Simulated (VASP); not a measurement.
Input of a VASP 6.6.1 run:

File INCAR:

```
SYSTEM = H4CO
PREC = Accurate
ENCUT = 520
EDIFF = 1E-6
ISMEAR = -1
SIGMA = 0.02
LREAL = Auto
LASPH = .TRUE.
NELM = 80
ALGO = Normal
ISIF = 2
LWAVE = .FALSE.
LCHARG = .TRUE.
GGA = PE
IVDW = 12
LELF = .TRUE.
LVHAR = .TRUE.
NBANDS = 66
```

File KPOINTS:

```
Automatic mesh
0
G
  1 1 1
  0 0 0
```

POSCAR

```
H4CO
1.0
    7.3803230000      0.0000000000      0.0000000000
    0.0000000000      7.3803230000      0.0000000000
    0.0000000000      0.0000000000      7.3803230000
C O H
6 6 24
Direct
    0.5430927617      0.7597634954      0.7360246970
    0.0481686235      0.8534992303      0.9928291756
    0.8683495289      0.2176056522      0.6634397980
    0.7998972403      0.4482730634      0.2111018718
    0.3216932375      0.4676082605      0.9599986342
    0.3127776386      0.2631050159      0.4703994663
    0.6793063122      0.7374880476      0.6014777402
    0.1841789309      0.8758695250      1.1255469442
    0.7944909728      0.0928550146      0.5347733426
    0.6850242191      0.2968162776      0.2224834875
    0.3196337071      0.2875890391      1.0364180538
    0.1941107456      0.4267021918      0.4917264461
    0.5733082414      0.6771925836      0.8557213553
    0.7047252539      0.8543528515      0.5416836092
    0.5423475368      0.9015052593      0.7783805668
    0.3940613439      0.7224616050      0.6966361770
    0.0836277762      0.7527583820      0.8903810849
    0.2902311999      0.9290379296      1.0722701432
   -0.0685200363      0.8124034680      1.0696550815
   -0.0113003184      0.9728977986      0.9157322789
    0.9425603730      0.3373700582      0.6180759297
    0.7384500651      0.1515516326      0.4215127170
    0.7598447927      0.2428213508      0.7520402562
    0.9673018376      0.1461453652      0.7543030298
    0.9467065330      0.4230167162      0.2357213905
    0.6398364950      0.2627391782      0.1014318750
    0.7825402764      0.5125927415      0.0822321733
    0.7548856602      0.5309794707      0.3190646263
    0.1949101686      0.5050049977      0.9155696844
    0.2491218880      0.2095707735      0.9633589207
    0.3813925217      0.5547724673      1.0627312653
    0.4079902736      0.4448992273      0.8383914905
    0.2444201968      0.1643694998      0.3849560514
    0.2266025484      0.5211560524      0.4152121797
    0.4470671541      0.3100948292      0.4143314595
    0.3410013356      0.2063866310      0.6124664192
```

Potentials or basis: VASP PAW PBE potentials, release 64 (C, O, H).

The run is started by

```sh
$ cat potpaw_PBE.64/C/POTCAR potpaw_PBE.64/O/POTCAR potpaw_PBE.64/H/POTCAR > POTCAR
$ mpirun -np 1 vasp_gam > vasp.out
```

Question: What does it give for the dispersion energy per atom?

Answer: -0.034 eV.

Question: What does it give for the band gap on the k mesh?

Answer: 4.36 eV.

Question: Estimate the largest force.

Answer: 3.670 eV/Å.

Question: Estimate the pressure.

Answer: 0.6 GPa.

Stress tensor (GPa, compression positive):
```
-0.20  0.80 -1.39
 0.80  1.84 -0.15
-1.39 -0.15  0.05
```

Caveat: the k points lie up to 0.85 Å⁻¹ apart; the atoms stand as in a frame of molecular dynamics.
